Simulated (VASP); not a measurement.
Runs of VASP 6.6.1 on CaO. The structure is that of space group F-43m (No. 216), or close to it. The cells are those of the table. 

```csv
level,cell,smearing,gap on the mesh (eV),pressure (GPa),largest force (eV/Å)
PBE,"a = 3.687, b = 3.687, c = 3.786 Å, angles 59.1, 59.1, 58.2°, 2 atoms",fermi-dirac 0.02 eV,(c),1.8,0.01
r2SCAN,"a = 3.687, b = 3.687, c = 3.786 Å, angles 59.1, 59.1, 58.2°, 2 atoms",gaussian 0.01 eV,3.67,0.8,0.02
r2SCAN,"a = 3.686, b = 3.675, c = 3.675 Å, angles 60.2, 59.9, 59.9°, 2 atoms",gaussian 0.01 eV,(a),(b),-
PBE,"a = 3.686, b = 3.675, c = 3.675 Å, angles 60.2, 59.9, 59.9°, 2 atoms",fermi-dirac 0.02 eV,3.34,2.4,-
```

Alike in all rows: task single point; potentials or basis VASP PAW PBE potentials, release 64 (Ca_sv, O); no spin polarisation; k mesh 8 × 8 × 8; cutoff (eV) 520.

Task: Estimate the missing entries.

Result: (a) 3.75; (b) 1.5; (c) 3.26.

Caveats: the PAW data sets were made with another functional, which shifts forces and pressure a little (some runs).

A k mesh can miss the band edges.
